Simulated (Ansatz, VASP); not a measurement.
One calculation of Sr, two programs

Contents of INCAR:

```
PREC = Accurate ; ENCUT = 520
EDIFF = 1E-6 ; ISMEAR = -1
SIGMA = 0.1 ; LREAL = F
LASPH = T ; NELM = 60
ALGO = Normal ; ISIF = 2
LWAVE = F ; LCHARG = F
GGA = PS ; NBANDS = 11
```

Contents of KPOINTS:

```
Automatic mesh
0
Gamma
  15 15 15
```

The input POSCAR:

```
Sr
1.0
    0.0000000000      3.0810702195      3.0810702195
    3.0810702195      0.0000000000      3.0810702195
    3.0810702195      3.0810702195      0.0000000000
Sr
1
Direct
    0.0000000000      0.0000000000      0.0000000000
```

Input for Ansatz:

```yaml
crystal:
  lattice:
    - [0.0, 3.0810702195, 3.0810702195]
    - [3.0810702195, 0.0, 3.0810702195]
    - [3.0810702195, 3.0810702195, 0.0]
  atoms:
    - { symbol: Sr, position: [0.0, 0.0, 0.0] }
hamiltonian:
  xc: pbesol
  pseudopotentials:
    kind: paw
    azcp:
      Sr: "pseudopotentials/Sr.paw.azcp"
basis:
  ecutwfc: 420
  fft_grid_basis: typed
kpoints:
  mp_grid: { grid: [15, 15, 15], shift: [0, 0, 0] }
magnetization:
  spin_polarized: false
scf:
  occupations: { method: fermi_dirac, width: 0.1 }
output:
  stress: true
```

Alike in both runs: task single point; functional PBEsol; k mesh 15 × 15 × 15; occupations fermi-dirac, width 0.1 eV; no spin polarisation.

```csv
,VASP,Ansatz
version,VASP 6.6.1,Ansatz 0.2.0
potentials or method,"VASP PAW PBE potentials, release 64 (Sr_sv), cutoff 520 eV","plane waves (420 eV) with PAW, scalar-relativistic"
valence electrons in the cell,10,10
```

|  | VASP | Ansatz | Ansatz less VASP |
| --- | --- | --- | --- |
| pressure (GPa) | -1.2 | -1.2 | -0.01 |

VASP's potentials were made for PBE, not for PBEsol, and Ansatz warns of the same on its side.
